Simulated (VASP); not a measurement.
The system is Sb.

```
Sb
1.0
     3.08102    0.00000    0.00000
     0.00000    3.08102    0.00000
     0.00000    0.00000    3.20295
Sb
1
Direct
  0.00000 0.00000 0.50000
```

- Program: VASP 6.6.1
- Task: relaxation of cell and atoms
- Functional: PBE
- Potentials or basis: VASP PAW PBE potentials, release 64 (Sb)
- Cutoff: 600 eV
- k mesh: 18 × 18 × 18
- Occupations: gaussian, width 0.1 eV
- Spin: no spin polarisation

At the start: pressure -0.5 GPa; volume 30.40 Å³/atom.

Task: How do energy, volume and symmetry change on relaxing?

Result: Over 5 steps the energy falls by 10.8 meV/atom and the volume is 30.05 Å³/atom (-1.2 %); space group Pm-3m (No. 221, to 0.05 Å).

Step by step:
| step | energy change (eV) | largest force (eV/Å) | pressure (GPa) | volume (Å³) |
| --- | --- | --- | --- | --- |
| 1 | 0.0000 | 0.0000 | -0.55 | 30.40 |
| 2 | -0.0106 | 0.0000 | 0.22 | 29.93 |
| 3 | -0.0106 | 0.0000 | 0.25 | 29.92 |
| 4 | -0.0107 | 0.0000 | -0.11 | 30.11 |
| 5 | -0.0108 | 0.0000 | 0.01 | 30.05 |

Final structure:
```cif
data_structure
_symmetry_space_group_name_H-M 'P 1'
_symmetry_Int_Tables_number 1
_cell_length_a 3.1089
_cell_length_b 3.1089
_cell_length_c 3.1088
_cell_angle_alpha 90.000
_cell_angle_beta 90.000
_cell_angle_gamma 90.000
_cell_volume 30.05
loop_
_atom_site_label
_atom_site_type_symbol
_atom_site_fract_x
_atom_site_fract_y
_atom_site_fract_z
_atom_site_occupancy
Sb1 Sb 0.00000 0.00000 0.50000 1
```
